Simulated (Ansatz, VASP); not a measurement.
## One calculation of SiC, two programs

```
Si C
1.0
    -1.52819    2.64691    0.00000
     0.00000    0.00000    5.01566
     4.58457    2.64691    0.00000
Si C
4 4
Direct
  0.50000 0.00009 0.16667
  0.00000 0.00009 0.66667
  0.00000 0.50009 0.33333
  0.50000 0.50009 0.83333
  0.50000 0.37591 0.16667
  0.00000 0.37591 0.66667
  0.00000 0.87591 0.33333
  0.50000 0.87591 0.83333
```

Alike in both runs: task single point; functional LDA; k mesh 8 × 5 × 5; occupations fermi-dirac, width 0.02 eV; no spin polarisation.

```csv
,VASP,Ansatz
version,VASP 6.6.1,Ansatz 0.2.0
potentials or method,"VASP PAW LDA potentials, release 64 (Si, C), cutoff 520 eV","all-electron LAPW, scalar-relativistic"
```

|  | VASP | Ansatz | Ansatz less VASP |
| --- | --- | --- | --- |
| gap on the k mesh at the Fermi level (eV) | 2.18 | 2.19 | +0.014 |
| pressure (GPa) | 0.4 | 0.0 | -0.43 |

LDA's correlation is that of Perdew and Zunger in VASP and of Perdew and Wang (1992) in Ansatz. Ansatz ran all-electron here, and VASP with PAW potentials.
